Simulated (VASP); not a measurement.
# TaSi15C16 (a cell with a defect) (Moissanite) in VASP: settings compared, part 2 of 2

VASP 6.6.1. The steps go on from the part before.

**3. Electric field gradients, r2SCAN**

Input file POSCAR:

```
TaSi15C16
1.0
    6.1520000000      0.0000000000      0.0000000000
   -3.0760000000      5.3277882840      0.0000000000
    0.0000000000      0.0000000000     10.0960000000
Ta Si C
1 15 16
Direct
    0.1666666667      0.3333333333      0.0009326179
    0.1666666667      0.3333333333      0.5023276895
    0.1650557599      0.8325278799      0.0039014278
    0.1653624899      0.8326812449      0.5021220034
    0.6674721201      0.3349442401      0.0039014278
    0.6673187551      0.3346375101      0.5021220034
    0.6674721201      0.8325278799      0.0039014278
    0.6673187551      0.8326812449      0.5021220034
    0.3355932938      0.1644067062      0.2561912340
    0.3354092601      0.1645907399      0.7472134265
    0.3355932938      0.6711865876      0.2561912340
    0.3354092601      0.6708185201      0.7472134265
    0.8288134124      0.1644067062      0.2561912340
    0.8291814799      0.1645907399      0.7472134265
    0.8333333333      0.6666666667      0.2534798026
    0.8333333333      0.6666666667      0.7515621723
    0.1666666667      0.3333333333      0.2011945280
    0.1666666667      0.3333333333      0.6921692627
    0.1669808734      0.8334904367      0.1908880285
    0.1647388324      0.8323694162      0.6890412704
    0.6665095633      0.3330191266      0.1908880285
    0.6676305838      0.3352611676      0.6890412704
    0.6665095633      0.8334904367      0.1908880285
    0.6676305838      0.8323694162      0.6890412704
    0.3338214145      0.1661785855      0.4422735734
    0.3439210897      0.1560789103      0.9344330482
    0.3338214145      0.6676428290      0.4422735734
    0.3439210897      0.6878421794      0.9344330482
    0.8323571710      0.1661785855      0.4422735734
    0.8121578206      0.1560789103      0.9344330482
    0.8333333333      0.6666666667      0.4398815497
    0.8333333333      0.6666666667      0.9402603408
```

Input file INCAR.step1:

```
  ALGO = Normal
  EDIFF = 1E-4
  ENCUT = 520
  GGA = PE
  ISMEAR = -1
  LASPH = True
  LCHARG = False
  LREAL = Auto
  LWAVE = True
  NBANDS = 90
  NELECT = 134.0
  NELM = 100
  PREC = Accurate
  SIGMA = 0.01
```

Input file INCAR.step2:

```
  ALGO = Normal
  EDIFF = 1E-8
  ENCUT = 520
  ISIF = 2
  ISMEAR = -1
  ISTART = 1
  LASPH = True
  LCHARG = False
  LEFG = True
  LMIXTAU = True
  LREAL = Auto
  LWAVE = False
  METAGGA = R2SCAN
  NBANDS = 90
  NELECT = 134.0
  NELM = 100
  PREC = Accurate
  SIGMA = 0.01
```

Input file KPOINTS:

```
k-points
0
Gamma
  4 4 2
```

Potentials or basis: VASP PAW PBE potentials, release 64 (Ta_pv, Si, C).

Run with:

```console
> cat potpaw_PBE.64/Ta_pv/POTCAR potpaw_PBE.64/Si/POTCAR potpaw_PBE.64/C/POTCAR > POTCAR
> cp INCAR.step1 INCAR
> mpirun -np 1 vasp_std > vasp.out
> cp INCAR.step2 INCAR
> mpirun -np 1 vasp_std > vasp.out
```

OUTCAR:

```text
EDIFF = 1E-8
   ENCUT = 520
   ISIF = 2
   ISMEAR = -1
   ISTART = 1
   LASPH = True
   LREAL = Auto
   METAGGA = R2SCAN
   NELECT = 134.0
   NELM = 100
   PREC = Accurate

 ion  position               nearest neighbor table
   1  0.167  0.333  0.001-  26 2.00  28 2.00  30 2.00  17 2.02   3 3.08   7 3.08   7 3.08   3 3.08
                             5 3.08   5 3.08  12 3.13  10 3.13  14 3.13   9 3.14  11 3.14  13 3.14
   2  0.167  0.333  0.502-  25 1.88  27 1.88  29 1.88  18 1.92  12 3.06  10 3.06  14 3.06   9 3.07
                            11 3.07  13 3.07   4 3.08   8 3.08   8 3.08   4 3.08   6 3.08   6 3.08
   3  0.165  0.833  0.004-  28 1.86  26 1.86  32 1.88  19 1.89   5 3.06   7 3.06   1 3.08   1 3.08
                            15 3.08   5 3.09   7 3.09  16 3.10  11 3.10   9 3.10  10 3.14  12 3.14
   4  0.165  0.833  0.502-  27 1.88  25 1.88  31 1.88  20 1.89  10 3.04  12 3.04  11 3.05   9 3.05
                             6 3.06   8 3.06  15 3.07   2 3.08   2 3.08  16 3.08   6 3.09   8 3.09
   5  0.667  0.335  0.004-  30 1.86  26 1.86  32 1.88  21 1.89   3 3.06   7 3.06   1 3.08   1 3.08
                            15 3.08   7 3.09   3 3.09  16 3.10  13 3.10   9 3.10  14 3.14  10 3.14
   6  0.667  0.335  0.502-  29 1.88  25 1.88  31 1.88  22 1.89  10 3.04  14 3.04  13 3.05   9 3.05
                             4 3.06   8 3.06  15 3.07   2 3.08   2 3.08  16 3.08   8 3.09   4 3.09
   7  0.667  0.833  0.004-  30 1.86  28 1.86  32 1.88  23 1.89   5 3.06   3 3.06   1 3.08   1 3.08
                            15 3.08   5 3.09   3 3.09  16 3.10  13 3.10  11 3.10  14 3.14  12 3.14
   8  0.667  0.833  0.502-  29 1.88  27 1.88  31 1.88  24 1.89  14 3.04  12 3.04  13 3.05  11 3.05
                             6 3.06   4 3.06  15 3.07   2 3.08   2 3.08  16 3.08   6 3.09   4 3.09
   9  0.336  0.164  0.256-  25 1.88  19 1.88  21 1.88  17 1.88  11 3.03  13 3.03   4 3.05   6 3.05
[... 17 lines left out ...]
  19  0.167  0.833  0.191-   9 1.88  11 1.88  15 1.89   3 1.89
  20  0.165  0.832  0.689-  10 1.87  12 1.87  16 1.88   4 1.89
  21  0.667  0.333  0.191-   9 1.88  13 1.88  15 1.89   5 1.89
  22  0.668  0.335  0.689-  10 1.87  14 1.87  16 1.88   6 1.89
[... 8 lines left out ...]
  31  0.833  0.667  0.440-   8 1.88   6 1.88   4 1.88  15 1.88
  32  0.833  0.667  0.940-   7 1.88   5 1.88   3 1.88  16 1.91

  LATTYP: Found a hexagonal cell.
 ALAT       =     6.1520000000
 C/A-ratio  =     1.6410923277

  Lattice vectors:

 A1 = (   6.1520000000,   0.0000000000,   0.0000000000)
 A2 = (  -3.0760000000,   5.3277882840,   0.0000000000)
 A3 = (   0.0000000000,   0.0000000000,  10.0960000000)

Analysis of symmetry for initial positions (statically):
=====================================================================
 Subroutine PRICEL returns:
 Original cell was already a primitive cell.

 Routine SETGRP: Setting up the symmetry group for a
 hexagonal supercell.

 Subroutine GETGRP returns: Found  6 space group operations
 (whereof  2 operations were pure point group operations)
 out of a pool of 24 trial point group operations.

The static configuration has the point symmetry C_1h.
 The point group associated with its full space group is C_3v.

Analysis of symmetry for dynamics (positions and initial velocities):
=====================================================================
 Subroutine PRICEL returns:
 Original cell was already a primitive cell.

 Routine SETGRP: Setting up the symmetry group for a
 hexagonal supercell.

[... 190 lines left out ...]
  ext. energy  EPLUGINS =         0.00000000
  ---------------------------------------------------
  free energy    TOTEN  =      -355.73103860 eV

  energy without entropy =     -355.73103860  energy(sigma->0) =     -355.73103860

 E-fermi :   8.2971     XC(G=0): -12.0326

 val. band max:        7.9927064565   @ k =   0.0000   0.0000   0.0000
 cond. band min:      10.1044778039   @ k =   0.2500   0.2500   0.0000
 fundamental gap:      2.1117713474
 Fermi energy:         8.2971249973

 k-point     1 :       0.0000    0.0000    0.0000
  band No.  band energies     occupation
      1     -27.2835      2.00000
      2     -27.2835      2.00000
      3     -27.2509      2.00000
      4      -8.1807      2.00000
      5      -6.9855      2.00000
      6      -6.9012      2.00000
[... 645 lines left out ...]
     78      13.7945      0.00000
     79      13.8365      0.00000
 [bands above 79 left out]

------------------------ aborting loop because EDIFF is reached ----------------------------------------

  FORCE on cell =-STRESS in cart. coord.  units (eV):
  Direction    XX          YY          ZZ          XY          YZ          ZX
  --------------------------------------------------------------------------------------
  -------------------------------------------------------------------------------------
  Total        0.6085443      0.6085443     -3.0044994      0.0000000     -0.0000000      0.0000000
  in kB        2.9463896      2.9463896    -14.5468876      0.0000000     -0.0000000      0.0000000
  external PRESSURE =      -2.8847028 kB  Pullay stress =       0.0000000 kB

 VOLUME and BASIS-vectors are now :
 -----------------------------------------------------------------------------
  energy-cutoff  :      520.00
  volume of cell :      330.91
      direct lattice vectors                 reciprocal lattice vectors
     6.152000000  0.000000000  0.000000000     0.162548765  0.093847573  0.000000000
    -3.076000000  5.327788284  0.000000000     0.000000000  0.187695146  0.000000000
     0.000000000  0.000000000 10.096000000     0.000000000  0.000000000  0.099049128

 POSITION                                       TOTAL-FORCE (eV/Angst)
 -----------------------------------------------------------------------------------
      0.00000      1.77593      0.00942        -0.000000      0.000000     -0.081012
      0.00000      1.77593      5.07150        -0.000000      0.000000     -0.008646
     -1.54543      4.43553      0.03939         0.043351      0.025029     -0.030091
     -1.54402      4.43635      5.06942         0.004335      0.002503      0.016071
      3.07600      1.78451      0.03939        -0.000000     -0.050058     -0.030091
      3.07600      1.78288      5.06942        -0.000000     -0.005005      0.016071
[... 24 lines left out ...]
      3.07600      3.55186      4.44104        -0.000000      0.000000     -0.029953
      3.07600      3.55186      9.49287        -0.000000      0.000000      0.052684
 -----------------------------------------------------------------------------------
    total drift:                               -0.000001     -0.000000     -0.114145

  FREE ENERGIE OF THE ION-ELECTRON SYSTEM (eV)
  ---------------------------------------------------
  free  energy   TOTEN  =      -355.7310386005 eV

  energy  without entropy=     -355.7310386005  energy(sigma->0) =     -355.73103860

 Electric field gradients (V/A^2)
---------------------------------------------------------------------
 ion       V_xx      V_yy      V_zz      V_xy      V_xz      V_yz
---------------------------------------------------------------------
   1       1.576     1.575    -3.150    -0.001    -0.000     0.000
   2      -5.800    -5.800    11.600    -0.000     0.000    -0.000
   3      -2.400     8.222    -5.822    -9.199     1.740     1.004
   4      -2.596    -1.792     4.388    -0.697    -0.161    -0.093
   5      13.533    -7.711    -5.822    -0.000    -0.000    -2.009
   6      -1.390    -2.999     4.388    -0.000    -0.000     0.186
[... 24 lines left out ...]
  31      -1.332    -1.332     2.663    -0.000    -0.000     0.000
  32       0.188     0.188    -0.375    -0.000    -0.000     0.000
---------------------------------------------------------------------

 Electric field gradients after diagonalization (V/A^2)
 (convention: |V_zz| > |V_xx| > |V_yy|)
----------------------------------------------------------------------
 ion       V_xx      V_yy      V_zz     asymmetry (V_yy - V_xx)/ V_zz
----------------------------------------------------------------------
   1       1.576     1.574    -3.150       0.001
   2      -5.800    -5.800    11.600       0.000
   3      -8.986    -4.547    13.533       0.328
   4      -3.003    -1.390     4.393       0.367
   5      -8.986    -4.547    13.533       0.328
   6      -3.003    -1.390     4.393       0.367
[... 24 lines left out ...]
  31      -1.332    -1.331     2.663       0.000
  32       0.188     0.188    -0.375       0.001
----------------------------------------------------------------------

           NMR quadrupolar parameters

 Cq : quadrupolar parameter    Cq=e*Q*V_zz/h
 eta: asymmetry parameters     (V_yy - V_xx)/ V_zz
 Q  : nuclear electric quadrupole moment in mb (millibarn)
----------------------------------------------------------------------
 ion       Cq(MHz)       eta       Q (mb)
----------------------------------------------------------------------
   1      -0.008       0.001       1.000
   2       0.028       0.000       1.000
   3       0.033       0.328       1.000
   4       0.011       0.367       1.000
   5       0.033       0.328       1.000
   6       0.011       0.367       1.000
[... 24 lines left out ...]
  31       0.006       0.000       1.000
  32      -0.001       0.001       1.000
----------------------------------------------------------------------
```

Run time: 31 min. Hardware: 1 thread of Intel Xeon Platinum 8375C at 2.90GHz (Ice Lake), shared host; peak memory 0.57 GiB.

What came out:

```yaml
Free_energy: -355.7310 eV
Largest_force: 0.081 eV/Å
```

Forces in eV/Å, atoms in the order of the input:
```
Ta   0.000  0.000 -0.081
Si   0.000  0.000 -0.009
Si   0.043  0.025 -0.030
Si   0.004  0.003  0.016
Si   0.000 -0.050 -0.030
Si   0.000 -0.005  0.016
Si  -0.043  0.025 -0.030
Si  -0.004  0.003  0.016
Si  -0.025  0.015  0.052
Si   0.020 -0.012  0.042
Si   0.000 -0.029  0.052
Si   0.000  0.023  0.042
Si   0.025  0.015  0.052
Si  -0.020 -0.012  0.042
Si   0.000  0.000  0.042
Si   0.000  0.000 -0.050
C    0.000  0.000  0.003
C    0.000  0.000 -0.004
C    0.002  0.001 -0.030
C    0.014  0.008 -0.017
C    0.000 -0.002 -0.030
C    0.000 -0.016 -0.017
C   -0.002  0.001 -0.030
C   -0.014  0.008 -0.017
C    0.007 -0.004 -0.035
C   -0.036  0.021  0.027
C    0.000  0.008 -0.035
C    0.000 -0.041  0.027
C   -0.007 -0.004 -0.035
C    0.036  0.021  0.027
C    0.000  0.000 -0.030
C    0.000  0.000  0.053
```

Levels at points of the mesh, in eV from the Fermi level:
| k point | band 65 | band 66 | band 67 | band 68 | band 69 | band 70 |
| --- | --- | --- | --- | --- | --- | --- |
| (0.00, 0.00, 0.00) | -0.58 | -0.30 | -0.30 | 1.87 | 1.87 | 2.79 |
| (0.50, 0.00, 0.00) | -1.14 | -1.07 | -0.84 | 2.19 | 2.65 | 2.89 |
| (0.00, 0.00, 0.50) | -0.79 | -0.39 | -0.39 | 1.95 | 1.95 | 2.58 |
| (0.50, 0.00, 0.50) | -1.16 | -1.06 | -0.83 | 2.32 | 2.82 | 2.85 |

Electric field gradients, principal values (V/Å²):
| atom | least | middle | greatest (by size) |
| --- | --- | --- | --- |
| 1 Ta | 1.574 | 1.576 | -3.150 |
| 2 Si | -5.800 | -5.800 | 11.600 |
| 3 Si | -4.547 | -8.986 | 13.533 |
| 4 Si | -1.390 | -3.003 | 4.393 |
| 5 Si | -4.547 | -8.986 | 13.533 |
| 6 Si | -1.390 | -3.003 | 4.393 |
| 7 Si | -4.547 | -8.986 | 13.534 |
| 8 Si | -1.390 | -3.003 | 4.393 |
| 9 Si | -2.543 | -9.119 | 11.662 |
| 10 Si | -6.899 | -14.676 | 21.575 |
| 11 Si | -2.543 | -9.119 | 11.662 |
| 12 Si | -6.899 | -14.676 | 21.575 |
| 13 Si | -2.543 | -9.119 | 11.662 |
| 14 Si | -6.899 | -14.676 | 21.575 |
| 15 Si | 1.577 | 1.578 | -3.155 |
| 16 Si | -4.490 | -4.490 | 8.979 |
| 17 C | 7.796 | 7.796 | -15.592 |
| 18 C | -1.830 | -1.831 | 3.661 |
| 19 C | -1.475 | -2.642 | 4.117 |
| 20 C | -0.362 | -0.661 | 1.023 |
| 21 C | -1.475 | -2.642 | 4.117 |
| 22 C | -0.362 | -0.661 | 1.023 |
| 23 C | -1.476 | -2.642 | 4.117 |
| 24 C | -0.362 | -0.661 | 1.023 |
| 25 C | -1.560 | -1.628 | 3.188 |
| 26 C | 6.953 | 8.241 | -15.194 |
| 27 C | -1.561 | -1.628 | 3.188 |
| 28 C | 6.953 | 8.242 | -15.195 |
| 29 C | -1.561 | -1.628 | 3.188 |
| 30 C | 6.953 | 8.242 | -15.195 |
| 31 C | -1.331 | -1.332 | 2.663 |
| 32 C | 0.188 | 0.188 | -0.375 |

Caveat: the cell carries a net charge on a neutralising background, which shifts energy and pressure; the cell is charged against a uniform background, so pressure and absolute levels hang on convention; without QUAD_EFG the Cq values of the log hold for a quadrupole moment of 1 mb, not for the nuclei; the PAW data sets were made with another functional, which shifts forces and pressure a little; spin-orbit coupling is left out, which moves the levels of the heavy elements.
